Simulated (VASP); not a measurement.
A run of VASP 6.6.1 is set up as follows.

File POSCAR:

```
SiC
1.0
   -0.0678959875      2.1972784576      2.1972784576
    2.1972784576     -0.0678959875      2.1972784576
    2.1972784576      2.1972784576     -0.0678959875
Si C
1 1
Direct
   -0.0010698463     -0.0010698463     -0.0010698463
    0.2510698463      0.2510698463      0.2510698463
```

INCAR.step1

```
PREC = Accurate
ENCUT = 520
EDIFF = 1E-5
ISMEAR = 0
SIGMA = 0.01
LREAL = False
LASPH = True
NELM = 60
ALGO = Normal
ISIF = 2
LWAVE = True
NBANDS = 11
GGA = PE
```

The input INCAR.step2:

```
PREC = Accurate
ENCUT = 520
EDIFF = 1E-7
ISMEAR = 0
SIGMA = 0.01
LREAL = False
LASPH = True
NELM = 60
ALGO = Normal
ISIF = 2
LWAVE = False
LCHARG = True
GGA = PE
LHFCALC = True
HFSCREEN = 0.2079
PRECFOCK = Normal
LELF = True
LVHAR = True
NBANDS = 11
ISTART = 1
```

The input KPOINTS:

```
Automatic mesh
0
Gamma
  8 8 8
```

Potentials or basis: VASP PAW PBE potentials, release 64 (Si, C).

Command:

```console
$ cat potpaw_PBE.64/Si/POTCAR potpaw_PBE.64/C/POTCAR > POTCAR
$ cp INCAR.step1 INCAR
$ mpirun -np 1 vasp_std > vasp.out
$ cp INCAR.step2 INCAR
$ mpirun -np 1 vasp_std > vasp.out
```

(1) What does it give for the band gap on the k mesh?

(2) Predict the largest force.

(3) What does it give for the pressure?

Results:

(1) 2.02 eV (least direct gap 5.31 eV).

(2) 0.020 eV/Å.

(3) -15.3 GPa.

Caveat: the cell differs from its parent crystal (epitaxial 111 strain +4.0%); the cell stands under tension; the PAW data sets were made with another functional, which shifts forces and pressure a little.
